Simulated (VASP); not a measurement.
# CdS (R-3m) in VASP: notebook

Aim: see how the results for CdS move with the level of theory and the settings. Levels: PBE, r2SCAN. Tasks: single point.

Program: VASP 6.6.1. These are calculated values, not measurements. Logs are shortened: lines on timing, memory, paths and dates and some standing lists are left out, and cuts for length are marked.

## Step 1: The cell of the first run

Symmetry: R-3m, No. 166, trigonal system. Conventional cell: a = 4.080 Å, b = 4.080 Å, c = 8.978 Å, α = 90.00°, β = 90.00°, γ = 120.00°. Within 3.9 Å of Cd (site symmetry -3m) lie 6 S at 2.79 Å and 6 Cd at 3.81 Å. S (site symmetry -3m) has 6 Cd at 2.79 Å and 6 S at 3.81 Å within 3.9 Å.

## Step 2: Single point, PBE (epitaxial 111 strain +5.8%)

INCAR

```
PREC = Accurate
ENCUT = 520
EDIFF = 1E-6
ISMEAR = -1
SIGMA = 0.02
LREAL = F
LASPH = T
NELM = 80
ALGO = Normal
ISIF = 2
LWAVE = F
LCHARG = T
GGA = PE
LELF = T
LVHAR = T
NBANDS = 16
```

KPOINTS

```
regular mesh
0
Gamma
  8 8 8
```

POSCAR

```
CdS
1.0
   -0.1956642113      2.6895380501      2.6895380501
    2.6895380501     -0.1956642113      2.6895380501
    2.6895380501      2.6895380501     -0.1956642113
Cd S
1 1
Direct
    0.0000000000      0.0000000000      0.0000000000
    0.5000000000      0.5000000000      0.5000000000
```

Potentials or basis: VASP PAW PBE potentials, release 64 (Cd, S).

On the command line:

```bash
> cat potpaw_PBE.64/Cd/POTCAR potpaw_PBE.64/S/POTCAR > POTCAR
> mpirun -np 1 vasp_std > vasp.out
```

OUTCAR:

```text
PREC = Accurate
   ENCUT = 520
   EDIFF = 1E-6
   ISMEAR = -1
   LREAL = F
   LASPH = T
   NELM = 80
   ISIF = 2
   GGA = PE

 ion  position               nearest neighbor table
   1  0.000  0.000  0.000-   2 2.79   2 2.79   2 2.79   2 2.79   2 2.79   2 2.79
   2  0.500  0.500  0.500-   1 2.79   1 2.79   1 2.79   1 2.79   1 2.79   1 2.79

  LATTYP: Found a trigonal (rhomboedric) cell.
 ALAT       =     3.8086105510
 COS(alpha) =     0.4261222387

  Lattice vectors:

 A1 = (  -0.1956642113,   2.6895380501,   2.6895380501)
 A2 = (   2.6895380501,  -0.1956642113,   2.6895380501)
 A3 = (   2.6895380501,   2.6895380501,  -0.1956642113)

Analysis of symmetry for initial positions (statically):
=====================================================================
 Subroutine PRICEL returns:
 Original cell was already a primitive cell.

 Routine SETGRP: Setting up the symmetry group for a
 trigonal (rhombohedral) supercell.

 Subroutine GETGRP returns: Found 12 space group operations
 (whereof 12 operations were pure point group operations)
 out of a pool of 12 trial point group operations.

The static configuration has the point symmetry D_3d.

Analysis of symmetry for dynamics (positions and initial velocities):
=====================================================================
 Subroutine PRICEL returns:
 Original cell was already a primitive cell.

 Routine SETGRP: Setting up the symmetry group for a
 trigonal (rhombohedral) supercell.

 Subroutine GETGRP returns: Found 12 space group operations
 (whereof 12 operations were pure point group operations)
 out of a pool of 12 trial point group operations.

The dynamic configuration has the point symmetry D_3d.

 Subroutine INISYM returns: Found 12 space group operations
 (whereof 12 operations are pure point group operations),
 and found     1 'primitive' translations

----------------------------------------------------------------------------------------

                                     Primitive cell

  volume of cell :      43.1488

  direct lattice vectors                    reciprocal lattice vectors
    -0.195664211  2.689538050  2.689538050    -0.166756394  0.179839758  0.179839758
     2.689538050 -0.195664211  2.689538050     0.179839758 -0.166756394  0.179839758
     2.689538050  2.689538050 -0.195664211     0.179839758  0.179839758 -0.166756394

  length of vectors
     3.808610551  3.808610551  3.808610551     0.304125585  0.304125585  0.304125585

  position of ions in fractional coordinates (direct lattice)
     0.000000000  0.000000000  0.000000000
     0.500000000  0.500000000  0.500000000

  ion indices of the primitive-cell ions
   primitive index   ion index
                 1           1
                 2           2

----------------------------------------------------------------------------------------

 KPOINTS: regular mesh

Automatic generation of k-mesh.
 Grid dimensions read from file:
 generate k-points for:    8    8    8

 Generating k-lattice:

  Cartesian coordinates                     Fractional coordinates (reciprocal lattice)
    -0.020844549  0.022479970  0.022479970     0.125000000  0.000000000 -0.000000000
     0.022479970 -0.020844549  0.022479970     0.000000000  0.125000000 -0.000000000
     0.022479970  0.022479970 -0.020844549     0.000000000  0.000000000  0.125000000

  Length of vectors
     0.038015698  0.038015698  0.038015698

  Shift w.r.t. Gamma in fractional coordinates (k-lattice)
     0.000000000  0.000000000  0.000000000

 Subroutine IBZKPT returns following result:
 ===========================================

 Found     65 irreducible k-points:

 Following reciprocal coordinates:
            Coordinates               Weight
  0.000000  0.000000  0.000000      1.000000
  0.125000  0.000000  0.000000      6.000000
  0.250000  0.000000  0.000000      6.000000
  0.375000 -0.000000 -0.000000      6.000000
  0.500000  0.000000  0.000000      3.000000
  0.125000  0.125000  0.000000      6.000000
[... 16 lines left out ...]
  0.250000  0.125000  0.125000      6.000000
  0.375000  0.125000  0.125000      6.000000
 [... further k-points ...]
   k-points           NKPTS =     65   k-points in BZ     NKDIM =     65   number of bands    NBANDS=     16
   number of dos      NEDOS =    301   number of ions     NIONS =      2
   total plane-waves  NPLWV =  21952
   dimension x,y,z NGX =    28 NGY =   28 NGZ =   28
   dimension x,y,z NGXF=    56 NGYF=   56 NGZF=   56
   ions per type =               1   1
   NGX,Y,Z   is equivalent  to a cutoff of  12.22, 12.22, 12.22 a.u.
   NGXF,Y,Z  is equivalent  to a cutoff of  24.44, 24.44, 24.44 a.u.
 SYSTEM =  unknown system
   PREC   = accura    normal or accurate (medium, high low for compatibility)
   ISTART =      0    job   : 0-new  1-cont  2-samecut
   ICHARG =      2    charge: 1-file 2-atom 10-const
   ISPIN  =      1    spin polarized calculation?
   LNONCOLLINEAR =      F non collinear calculations
   LSORBIT =      F    spin-orbit coupling
   LASPH  =      T    aspherical Exc in radial PAW
   ENCUT  =  520.0 eV  38.22 Ry    6.18 a.u.   7.08  7.08  7.08*2*pi/ulx,y,z
   NELM   =     80;   NELMIN=  2; NELMDL= -5     # of ELM steps
   EDIFF  = 0.1E-05   stopping-criterion for ELM
   LREAL  =      F    real-space projection
   EDIFFG = 0.1E-04   stopping-criterion for IOM
   NSW    =      0    number of steps for IOM
   IBRION =     -1    ionic relax: 0-MD 1-quasi-New 2-CG
   NFREE  =      0    steps in history (QN), initial steepest desc. (CG)
   ISIF   =      2    stress and relaxation
   ISYM   =      2    0-nonsym 1-usesym 2-fastsym
   POTIM  = 0.5000    time-step for ionic-motion
   TEBEG  =    0.0;   TEEND  =   0.0 temperature during run
   PSTRESS=    0.0 pullay stress
   NELECT =      18.0000    total number of electrons
   NUPDOWN=      -1.0000    fix difference up-down
   EMIN   =  10.00;   EMAX   =-10.00  energy-range for DOS
   EFERMI =   0.00;   METHOD = LEGACY
   ISMEAR =    -1;   SIGMA  =   0.02  broadening in eV -4-tet -1-fermi 0-gaus
   EFERMI_NEDOS =   21; number of points for ismear=-14 and -15
   IALGO  =     38    algorithm
   IMIX   =      4    mixing-type and parameters
     AMIX     =   0.40;   BMIX     =  1.00
     AMIX_MAG =   1.60;   BMIX_MAG =  1.00
  volume/ion in A,a.u.               =      21.57       145.59
  Fermi-wavevector in a.u.,A,eV,Ry     =   1.223234  2.311577 20.358420  1.496302
  Thomas-Fermi vector in A             =   2.358352
   LORBIT       =      0    0 simple, 1 ext, 2 COOP (PROOUT), +10 PAW based schemes
   GGA     = PE    functional components
   LHFCALC =     F    Hartree Fock is set to
   AEXX    =    0.0000 exact exchange contribution
   IVDW    =     0    specifies the selected vdW correction
   LEPSILON=     F    determine dielectric tensor
   LRPA    =     F    only Hartree local field effects (RPA)
 non-spin polarized calculation
  energy-cutoff  :      520.00
  volume of cell :       43.15
 maximum number of plane-waves:      1187
   NGX = 15   NGY = 15   NGZ = 15

 number of electron      18.0000006 magnetization

 Free energy of the ion-electron system (eV)
  ---------------------------------------------------
  ext. energy  EPLUGINS =         0.00000000
  ---------------------------------------------------
  free energy    TOTEN  =        -5.80485940 eV

  energy without entropy =       -5.80448817  energy(sigma->0) =       -5.80467379

 E-fermi :   2.6097     XC(G=0): -10.1488

 val. band max:        2.5755392642   @ k =   0.5000   0.0000   0.0000
 cond. band min:       2.6298542669   @ k =   0.5000   0.5000   0.0000
 fundamental gap:      0.0543150027
 Fermi energy:         2.6097354243

 k-point     1 :       0.0000    0.0000    0.0000
  band No.  band energies     occupation
      1     -10.0243      2.00000
      2      -5.1874      2.00000
      3      -5.1874      2.00000
      4      -5.0951      2.00000
      5      -5.0933      2.00000
      6      -5.0933      2.00000
[... 8 lines left out ...]
     15      13.4460      0.00000
     16      13.4460      0.00000

 k-point     2 :       0.1250    0.0000    0.0000
  band No.  band energies     occupation
      1      -9.9090      2.00000
      2      -5.2148      2.00000
      3      -5.1875      2.00000
      4      -5.1178      2.00000
      5      -5.0893      2.00000
      6      -5.0832      2.00000
[... 8 lines left out ...]
     15      13.0315      0.00000
     16      13.5946      0.00000

 k-point     3 :       0.2500    0.0000    0.0000
  band No.  band energies     occupation
      1      -9.6025      2.00000
      2      -5.3038      2.00000
      3      -5.2208      2.00000
      4      -5.1749      2.00000
      5      -5.0529      2.00000
      6      -5.0348      2.00000
[... 8 lines left out ...]
     15      13.3956      0.00000
     16      13.9377      0.00000

 k-point     4 :       0.3750   -0.0000   -0.0000
  band No.  band energies     occupation
      1      -9.2415      2.00000
      2      -5.3961      2.00000
      3      -5.2783      2.00000
      4      -5.2480      2.00000
      5      -5.0081      2.00000
      6      -4.9796      2.00000
[... 8 lines left out ...]
     15      13.7616      0.00000
     16      15.1252      0.00000

 k-point     5 :       0.5000    0.0000    0.0000
  band No.  band energies     occupation
      1      -9.0688      2.00000
      2      -5.4337      2.00000
      3      -5.3140      2.00000
      4      -5.2849      2.00000
      5      -4.9887      2.00000
      6      -4.9576      2.00000
[... 8 lines left out ...]
     15      14.6232      0.00000
     16      15.0254      0.00000

 k-point     6 :       0.1250    0.1250    0.0000
  band No.  band energies     occupation
      1      -9.8676      2.00000
      2      -5.2263      2.00000
      3      -5.1551      2.00000
      4      -5.1405      2.00000
      5      -5.0848      2.00000
      6      -5.0830      2.00000
[... 8 lines left out ...]
     15      14.2932      0.00000
     16      14.3207      0.00000

 k-point     7 :       0.2500    0.1250    0.0000
  band No.  band energies     occupation
      1      -9.6348      2.00000
      2      -5.2869      2.00000
      3      -5.1782      2.00000
      4      -5.1470      2.00000
      5      -5.0687      2.00000
      6      -5.0339      2.00000
[... 8 lines left out ...]
     15      14.3755      0.00000
     16      14.6292      0.00000

 k-point     8 :       0.3750    0.1250   -0.0000
  band No.  band energies     occupation
      1      -9.3118      2.00000
      2      -5.3355      2.00000
      3      -5.2204      2.00000
      4      -5.2044      2.00000
      5      -5.0171      2.00000
      6      -4.9730      2.00000
[... 8 lines left out ...]
     15      14.5558      0.00000
     16      15.6515      0.00000

 k-point     9 :       0.5000    0.1250    0.0000
  band No.  band energies     occupation
      1      -9.0910      2.00000
      2      -5.3507      2.00000
      3      -5.2694      2.00000
      4      -5.2365      2.00000
      5      -4.9771      2.00000
      6      -4.9528      2.00000
[... 8 lines left out ...]
     15      14.8904      0.00000
     16      15.8105      0.00000
[... 172 lines left out ...]
 k-point    19 :       0.5000    0.3750   -0.0000
  band No.  band energies     occupation
      1      -9.1830      2.00000
      2      -5.2564      2.00000
      3      -5.0770      2.00000
      4      -4.9371      2.00000
      5      -4.9265      2.00000
      6      -4.5268      2.00000
[... 8 lines left out ...]
     15      16.1247      0.00000
     16      17.1986      0.00000

 k-point    20 :      -0.3750    0.3750    0.0000
  band No.  band energies     occupation
      1      -9.1140      2.00000
      2      -5.2416      2.00000
      3      -5.1538      2.00000
      4      -4.9967      2.00000
      5      -4.9432      2.00000
      6      -4.5813      2.00000
[... 8 lines left out ...]
     15      15.5934      0.00000
     16      17.3727      0.00000

 k-point    21 :       0.5000    0.5000    0.0000
  band No.  band energies     occupation
      1      -9.1995      2.00000
      2      -5.2718      2.00000
      3      -5.0365      2.00000
      4      -4.9143      2.00000
      5      -4.8857      2.00000
      6      -4.3292      2.00000
[... 8 lines left out ...]
     15      16.1477      0.00000
     16      16.6741      0.00000

 k-point    22 :       0.1250    0.1250    0.1250
  band No.  band energies     occupation
      1      -9.8820      2.00000
      2      -5.1675      2.00000
      3      -5.1675      2.00000
      4      -5.1278      2.00000
      5      -5.1278      2.00000
      6      -5.1104      2.00000
[... 8 lines left out ...]
     15      12.2072      0.00000
     16      12.6611      0.00000

 k-point    23 :       0.2500    0.1250    0.1250
  band No.  band energies     occupation
      1      -9.6936      2.00000
      2      -5.2651      2.00000
      3      -5.1692      2.00000
      4      -5.1512      2.00000
      5      -5.1058      2.00000
      6      -5.0499      2.00000
[... 8 lines left out ...]
     15      13.6577      0.00000
     16      14.0114      0.00000

 k-point    24 :       0.3750    0.1250    0.1250
  band No.  band energies     occupation
      1      -9.3790      2.00000
      2      -5.3615      2.00000
      3      -5.2248      2.00000
      4      -5.1820      2.00000
      5      -5.0566      2.00000
      6      -4.9617      2.00000
[... 8 lines left out ...]
     15      14.5569      0.00000
     16      15.6994      0.00000

 [... further k-points ...]

------------------------ aborting loop because EDIFF is reached ----------------------------------------

  FORCE on cell =-STRESS in cart. coord.  units (eV):
  Direction    XX          YY          ZZ          XY          YZ          ZX
  --------------------------------------------------------------------------------------
  -------------------------------------------------------------------------------------
  Total       -0.6427829     -0.6427829     -0.6427829      0.5466213      0.5466213      0.5466213
  in kB      -23.8674856    -23.8674856    -23.8674856     20.2968604     20.2968604     20.2968604
  external PRESSURE =     -23.8674856 kB  Pullay stress =       0.0000000 kB

 VOLUME and BASIS-vectors are now :
 -----------------------------------------------------------------------------
  energy-cutoff  :      520.00
  volume of cell :       43.15
      direct lattice vectors                 reciprocal lattice vectors
    -0.195664211  2.689538050  2.689538050    -0.166756394  0.179839758  0.179839758
     2.689538050 -0.195664211  2.689538050     0.179839758 -0.166756394  0.179839758
     2.689538050  2.689538050 -0.195664211     0.179839758  0.179839758 -0.166756394

 POSITION                                       TOTAL-FORCE (eV/Angst)
 -----------------------------------------------------------------------------------
      0.00000      0.00000      0.00000         0.000000      0.000000      0.000000
      2.59171      2.59171      2.59171         0.000000     -0.000000     -0.000000
 -----------------------------------------------------------------------------------
    total drift:                                0.000000      0.000000      0.000000

  FREE ENERGIE OF THE ION-ELECTRON SYSTEM (eV)
  ---------------------------------------------------
  free  energy   TOTEN  =        -5.8048594043 eV

  energy  without entropy=       -5.8044881733  energy(sigma->0) =       -5.80467379
```

Run time: 61 s. Hardware: 1 thread of AMD EPYC 7R13, shared host; peak memory 0.16 GiB.

What came out:

```yaml
Free_energy: -5.8049 eV
Pressure: -2.4 GPa
Band_gap_on_the_k_mesh: 0.05 eV (least direct gap 0.73 eV)
```

Levels at points of the mesh, in eV from the valence-band top:
| k point | band 5 | band 6 | band 7 | band 8 | band 9 | band 10 | band 11 | band 12 | band 13 | band 14 |
| --- | --- | --- | --- | --- | --- | --- | --- | --- | --- | --- |
| (0.00, 0.00, 0.00) | -7.67 | -7.67 | -1.01 | -1.01 | -0.33 | 0.41 | 8.58 | 8.58 | 10.16 | 10.49 |
| (0.50, 0.00, 0.00) | -7.56 | -7.53 | -4.89 | -0.17 | 0.00 | 3.48 | 5.71 | 6.13 | 6.59 | 11.79 |
| (0.50, 0.50, 0.00) | -7.46 | -6.90 | -4.04 | -2.43 | -1.68 | 0.05 | 6.04 | 8.90 | 10.43 | 11.24 |
| (0.50, 0.50, 0.50) | -7.50 | -7.50 | -4.30 | -0.40 | -0.40 | 2.83 | 5.05 | 5.05 | 5.93 | 11.92 |

Caveat: the cell differs from its parent crystal (epitaxial 111 strain +5.8%). A k mesh can miss the band edges.

## Step 3: Single point, r2SCAN (epitaxial 111 strain +5.8%)

POSCAR is that of step 2.

INCAR.step1

```
SYSTEM = CdS
ALGO     = Normal         ! electronic algorithm
EDIFF    = 1E-4           ! SCF threshold, eV
ENCUT    = 520            ! plane-wave cutoff, eV
GGA      = PE             ! functional
ISMEAR   = -1             ! smearing method
LASPH    = .TRUE.         ! aspherical terms in the spheres
LCHARG   = .FALSE.        ! write CHGCAR
LREAL    = .FALSE.        ! projectors in reciprocal space
LWAVE    = .TRUE.         ! write WAVECAR
NBANDS   = 16             ! bands
NELM     = 60             ! most SCF steps
PREC     = Accurate       ! precision mode
SIGMA    = 0.02           ! smearing width, eV
```

INCAR.step2

```
SYSTEM = CdS
ALGO     = Normal         ! electronic algorithm
EDIFF    = 1E-6           ! SCF threshold, eV
ENCUT    = 520            ! plane-wave cutoff, eV
ISIF     = 2              ! what is computed and relaxed
ISMEAR   = -1             ! smearing method
ISTART   = 1            
LASPH    = .TRUE.         ! aspherical terms in the spheres
LCHARG   = .TRUE.         ! write CHGCAR
LELF     = .TRUE.         ! ELF
LMIXTAU  = .TRUE.       
LREAL    = .FALSE.        ! projectors in reciprocal space
LVHAR    = .TRUE.       
LWAVE    = .FALSE.        ! write WAVECAR
METAGGA  = R2SCAN         ! meta-GGA
NBANDS   = 16             ! bands
NELM     = 60             ! most SCF steps
PREC     = Accurate       ! precision mode
SIGMA    = 0.02           ! smearing width, eV
```

KPOINTS

```
k-points
0
G
  8 8 8
  0 0 0
```

Potentials or basis: VASP PAW PBE potentials, release 64 (Cd, S).

On the command line:

```bash
> cat potpaw_PBE.64/Cd/POTCAR potpaw_PBE.64/S/POTCAR > POTCAR
> cp INCAR.step1 INCAR
> mpirun -np 1 vasp_std > vasp.out
> cp INCAR.step2 INCAR
> mpirun -np 1 vasp_std > vasp.out
```

Wall time 3.9 min (1 thread of AMD EPYC 7R13, shared host); peak memory 0.16 GiB.

It converged, with:

```yaml
Free_energy: -29.4251 eV
Pressure: -4.2 GPa
Band_gap_on_the_k_mesh: 0.51 eV (least direct gap 1.30 eV)
```

Stress tensor (GPa, compression positive):
```
-4.19  2.26  2.26
 2.26 -4.19  2.26
 2.26  2.26 -4.19
```

Levels at points of the mesh, in eV from the valence-band top:
```csv
k point,band 7,band 8,band 9,band 10,band 11,band 12
"(0.00, 0.00, 0.00)",-1.03,-1.03,-0.32,0.98,9.04,9.04
"(0.50, 0.00, 0.00)",-4.93,-0.18,0.00,4.01,6.24,6.77
"(0.50, 0.50, 0.00)",-4.10,-2.48,-1.71,0.51,6.42,9.66
"(0.50, 0.50, 0.50)",-4.33,-0.42,-0.42,3.30,5.56,5.56
```

Caveat: the cell differs from its parent crystal (epitaxial 111 strain +5.8%); the cell stands under tension; the PAW data sets were made with another functional, which shifts forces and pressure a little. A k mesh can miss the band edges.
